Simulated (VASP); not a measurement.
# Ni (Fm-3m) in VASP: further runs

Runs on Ni. Level: PBE. Tasks: single point, relaxation of cell and atoms.

Program: VASP 6.6.1. These are calculated values, not measurements. Logs are shortened: lines on timing, memory, paths and dates and some standing lists are left out, and cuts for length are marked.

## (1) The cell of the first run

The structure is cubic, space group Fm-3m (No. 225). Conventional cell: a = 3.466 Å, b = 3.466 Å, c = 3.466 Å, α = 90.00°, β = 90.00°, γ = 90.00°. Ni (site symmetry m-3m) has 12 Ni at 2.45 Å within 3.2 Å.

## (2) Single point, PBE, collinear spin, ferromagnetic start

INCAR reads:

```
PREC = Accurate ; ENCUT = 520
EDIFF = 1E-6 ; ISMEAR = -1
SIGMA = 0.05 ; LREAL = False
LASPH = True ; NELM = 150
ALGO = Normal ; ISIF = 2
LWAVE = False ; LCHARG = False
ISPIN = 2 ; MAGMOM = 1
LORBIT = 11 ; LMAXMIX = 4
GGA = PE ; NBANDS = 15
```

KPOINTS reads:

```
regular mesh
0
Gamma
  13 13 13
```

POSCAR reads:

```
Ni
1.0
    0.0000000000      1.7329844639      1.7329844639
    1.7329844639      0.0000000000      1.7329844639
    1.7329844639      1.7329844639      0.0000000000
Ni
1
Direct
    0.0000000000      0.0000000000      0.0000000000
```

Potentials or basis: VASP PAW PBE potentials, release 64 (Ni).

Run with:

```console
$ cat potpaw_PBE.64/Ni/POTCAR > POTCAR
$ mpirun -np 1 vasp_std > vasp.out
```

OUTCAR:

```text
PREC = Accurate
   ENCUT = 520
   EDIFF = 1E-6
   ISMEAR = -1
   LREAL = False
   LASPH = True
   NELM = 150
   ISIF = 2
   ISPIN = 2
   LORBIT = 11
   GGA = PE

 ion  position               nearest neighbor table
   1  0.000  0.000  0.000-

  LATTYP: Found a face centered cubic cell.
 ALAT       =     3.4659689278

  Lattice vectors:

 A1 = (   0.0000000000,   1.7329844639,   1.7329844639)
 A2 = (   1.7329844639,   0.0000000000,   1.7329844639)
 A3 = (   1.7329844639,   1.7329844639,   0.0000000000)

Analysis of symmetry for initial positions (statically):
=====================================================================
 Subroutine PRICEL returns:
 Original cell was already a primitive cell.

 Routine SETGRP: Setting up the symmetry group for a
 face centered cubic supercell.

 Subroutine GETGRP returns: Found 48 space group operations
 (whereof 48 operations were pure point group operations)
 out of a pool of 48 trial point group operations.

The static configuration has the point symmetry O_h .

Analysis of symmetry for dynamics (positions and initial velocities):
=====================================================================
 Subroutine PRICEL returns:
 Original cell was already a primitive cell.

 Routine SETGRP: Setting up the symmetry group for a
 face centered cubic supercell.

 Subroutine GETGRP returns: Found 48 space group operations
 (whereof 48 operations were pure point group operations)
 out of a pool of 48 trial point group operations.

The dynamic configuration has the point symmetry O_h .

Analysis of structural, dynamic, and magnetic symmetry:
=====================================================================
 Subroutine PRICEL returns:
 Original cell was already a primitive cell.

 Routine SETGRP: Setting up the symmetry group for a
 face centered cubic supercell.

 Subroutine GETGRP returns: Found 48 space group operations
 (whereof 48 operations were pure point group operations)
 out of a pool of 48 trial point group operations.

The overall configuration has the point symmetry O_h .

 Subroutine INISYM returns: Found 48 space group operations
 (whereof 48 operations are pure point group operations),
 and found     1 'primitive' translations

----------------------------------------------------------------------------------------

                                     Primitive cell

  volume of cell :      10.4091

  direct lattice vectors                    reciprocal lattice vectors
     0.000000000  1.732984464  1.732984464    -0.288519609  0.288519609  0.288519609
     1.732984464  0.000000000  1.732984464     0.288519609 -0.288519609  0.288519609
     1.732984464  1.732984464  0.000000000     0.288519609  0.288519609 -0.288519609

  length of vectors
     2.450810132  2.450810132  2.450810132     0.499730622  0.499730622  0.499730622

  position of ions in fractional coordinates (direct lattice)
     0.000000000  0.000000000  0.000000000

  ion indices of the primitive-cell ions
   primitive index   ion index
                 1           1

----------------------------------------------------------------------------------------

 KPOINTS: regular mesh

Automatic generation of k-mesh.
 Grid dimensions read from file:
 generate k-points for:   13   13   13

 Generating k-lattice:

  Cartesian coordinates                     Fractional coordinates (reciprocal lattice)
    -0.022193816  0.022193816  0.022193816     0.076923077  0.000000000  0.000000000
     0.022193816 -0.022193816  0.022193816     0.000000000  0.076923077  0.000000000
     0.022193816  0.022193816 -0.022193816     0.000000000  0.000000000  0.076923077

  Length of vectors
     0.038440817  0.038440817  0.038440817

  Shift w.r.t. Gamma in fractional coordinates (k-lattice)
     0.000000000  0.000000000  0.000000000

 Subroutine IBZKPT returns following result:
 ===========================================

 Found     84 irreducible k-points:

 Following reciprocal coordinates:
            Coordinates               Weight
  0.000000  0.000000  0.000000      1.000000
  0.076923  0.000000  0.000000      8.000000
  0.153846  0.000000  0.000000      8.000000
  0.230769  0.000000  0.000000      8.000000
  0.307692  0.000000  0.000000      8.000000
  0.384615  0.000000  0.000000      8.000000
[... 16 lines left out ...]
  0.384615  0.153846  0.000000     24.000000
  0.461538  0.153846  0.000000     24.000000
 [... further k-points ...]
   k-points           NKPTS =     84   k-points in BZ     NKDIM =     84   number of bands    NBANDS=     15
   number of dos      NEDOS =    301   number of ions     NIONS =      1
   total plane-waves  NPLWV =   5832
   dimension x,y,z NGX =    18 NGY =   18 NGZ =   18
   dimension x,y,z NGXF=    36 NGYF=   36 NGZF=   36
   ions per type =               1
   NGX,Y,Z   is equivalent  to a cutoff of  12.21, 12.21, 12.21 a.u.
   NGXF,Y,Z  is equivalent  to a cutoff of  24.42, 24.42, 24.42 a.u.
 SYSTEM =  unknown system
   PREC   = accura    normal or accurate (medium, high low for compatibility)
   ISTART =      0    job   : 0-new  1-cont  2-samecut
   ICHARG =      2    charge: 1-file 2-atom 10-const
   ISPIN  =      2    spin polarized calculation?
   LNONCOLLINEAR =      F non collinear calculations
   LSORBIT =      F    spin-orbit coupling
   LASPH  =      T    aspherical Exc in radial PAW
   ENCUT  =  520.0 eV  38.22 Ry    6.18 a.u.   4.56  4.56  4.56*2*pi/ulx,y,z
   NELM   =    150;   NELMIN=  2; NELMDL= -5     # of ELM steps
   EDIFF  = 0.1E-05   stopping-criterion for ELM
   LREAL  =      F    real-space projection
[... 7 lines left out ...]
   TEBEG  =    0.0;   TEEND  =   0.0 temperature during run
   PSTRESS=    0.0 pullay stress
   NELECT =      10.0000    total number of electrons
   NUPDOWN=      -1.0000    fix difference up-down
   EMIN   =  10.00;   EMAX   =-10.00  energy-range for DOS
   EFERMI =   0.00;   METHOD = LEGACY
   ISMEAR =    -1;   SIGMA  =   0.05  broadening in eV -4-tet -1-fermi 0-gaus
   EFERMI_NEDOS =   21; number of points for ismear=-14 and -15
   IALGO  =     38    algorithm
   IMIX   =      4    mixing-type and parameters
     AMIX     =   0.40;   BMIX     =  1.00
     AMIX_MAG =   1.60;   BMIX_MAG =  1.00
  volume/ion in A,a.u.               =      10.41        70.24
  Fermi-wavevector in a.u.,A,eV,Ry     =   1.615363  3.052594 35.503015  2.609398
  Thomas-Fermi vector in A             =   2.710123
   LORBIT       =     11    0 simple, 1 ext, 2 COOP (PROOUT), +10 PAW based schemes
   GGA     = PE    functional components
   LHFCALC =     F    Hartree Fock is set to
   AEXX    =    0.0000 exact exchange contribution
   IVDW    =     0    specifies the selected vdW correction
   LEPSILON=     F    determine dielectric tensor
   LRPA    =     F    only Hartree local field effects (RPA)
 spin polarized calculation
  energy-cutoff  :      520.00
  volume of cell :       10.41
 maximum number of plane-waves:       295
   NGX =  9   NGY =  9   NGZ =  9

 number of electron      10.0000000 magnetization       1.0000000

 number of electron       9.9999995 magnetization       0.6219572

 Free energy of the ion-electron system (eV)
  ---------------------------------------------------
  ext. energy  EPLUGINS =         0.00000000
  ---------------------------------------------------
  free energy    TOTEN  =        -5.46608211 eV

  energy without entropy =       -5.45350666  energy(sigma->0) =       -5.45979439

 E-fermi :  10.0193     XC(G=0): -13.5186

 val. band max:       10.0169887057   @ k =   0.3846   0.3846   0.0000
 cond. band min:      10.0373689206   @ k =  -0.3846   0.3077   0.0000
 fundamental gap:      0.0203802149
 Fermi energy:        10.0192875168

 spin component 1

 k-point     1 :       0.0000    0.0000    0.0000
  band No.  band energies     occupation
      1       0.6918      1.00000
      2       7.4712      1.00000
      3       7.4712      1.00000
      4       7.4712      1.00000
      5       8.7218      1.00000
      6       8.7218      1.00000
      7      34.1112      0.00000
      8      38.3238      0.00000
      9      38.3238      0.00000
     10      38.3238      0.00000
     11      41.4191      0.00000
     12      41.4191      0.00000
     13      41.4191      0.00000
     14      44.2686      0.00000
     15      51.0897      0.00000
[... 397 lines left out ...]
 k-point    24 :       0.4615    0.1538    0.0000
  band No.  band energies     occupation
      1       5.3014      1.00000
      2       7.0425      1.00000
      3       7.4944      1.00000
      4       7.9022      1.00000
      5       9.4541      0.99999
      6      10.9010      0.00000
      7      18.2326      0.00000
      8      29.3027      0.00000
      9      31.1060      0.00000
     10      33.2722      0.00000
     11      43.4124      0.00000
     12      43.7199      0.00000
     13      46.8579      0.00000
     14      50.1347      0.00000
     15      56.1703      0.00000

 [... further k-points ...]

 spin component 2

 k-point     1 :       0.0000    0.0000    0.0000
  band No.  band energies     occupation
      1       0.6659      1.00000
      2       8.2158      1.00000
      3       8.2158      1.00000
      4       8.2158      1.00000
      5       9.3025      1.00000
      6       9.3026      1.00000
      7      33.9667      0.00000
      8      38.3052      0.00000
      9      38.3052      0.00000
     10      38.3052      0.00000
     11      41.5311      0.00000
     12      41.5311      0.00000
     13      41.5311      0.00000
     14      44.1521      0.00000
     15      51.3070      0.00000
[... 397 lines left out ...]
 k-point    24 :       0.4615    0.1538    0.0000
  band No.  band energies     occupation
      1       5.6650      1.00000
      2       7.4612      1.00000
      3       8.0880      1.00000
      4       8.5325      1.00000
      5      10.1993      0.02659
      6      11.3646      0.00000
      7      18.5049      0.00000
      8      29.3368      0.00000
      9      31.1874      0.00000
     10      33.3308      0.00000
     11      43.3976      0.00000
     12      43.7533      0.00000
     13      46.9165      0.00000
     14      50.3602      0.00000
     15      57.5168      0.00000

 [... further k-points ...]
[... 5 lines left out ...]
  --------------------------------------------------------------------------------------
  -------------------------------------------------------------------------------------
  Total        0.6410914      0.6410914      0.6410914     -0.0000000     -0.0000000      0.0000000
  in kB       98.6771351     98.6771351     98.6771351     -0.0000000     -0.0000000      0.0000000
  external PRESSURE =      98.6771351 kB  Pullay stress =       0.0000000 kB

 VOLUME and BASIS-vectors are now :
 -----------------------------------------------------------------------------
  energy-cutoff  :      520.00
  volume of cell :       10.41
      direct lattice vectors                 reciprocal lattice vectors
     0.000000000  1.732984464  1.732984464    -0.288519609  0.288519609  0.288519609
     1.732984464  0.000000000  1.732984464     0.288519609 -0.288519609  0.288519609
     1.732984464  1.732984464  0.000000000     0.288519609  0.288519609 -0.288519609

 POSITION                                       TOTAL-FORCE (eV/Angst)
 -----------------------------------------------------------------------------------
      0.00000      0.00000      0.00000        -0.000000     -0.000000     -0.000000
 -----------------------------------------------------------------------------------
    total drift:                                0.000000     -0.000000     -0.000000

  FREE ENERGIE OF THE ION-ELECTRON SYSTEM (eV)
  ---------------------------------------------------
  free  energy   TOTEN  =        -5.4660821144 eV

  energy  without entropy=       -5.4535066596  energy(sigma->0) =       -5.45979439

 total charge

# of ion       s       p       d       tot
------------------------------------------
    1        0.517   0.539   8.337   9.392

 magnetization (x)

# of ion       s       p       d       tot
------------------------------------------
    1       -0.005  -0.024   0.659   0.630
```

Wall time 31 s (1 thread of Intel Xeon 8259CL, shared host); peak memory 0.14 GiB.

Results:

```yaml
Free_energy: -5.4661 eV
Pressure: 9.9 GPa
Net_moment: 0.62 μB per cell
Site_moments: Ni +0.63 μB
Valence_electrons_inside_the_program's_atomic_spheres: Ni 9.39
```

Caveat: the cell stands under pressure.

(Part 1 of 2 ends here.)
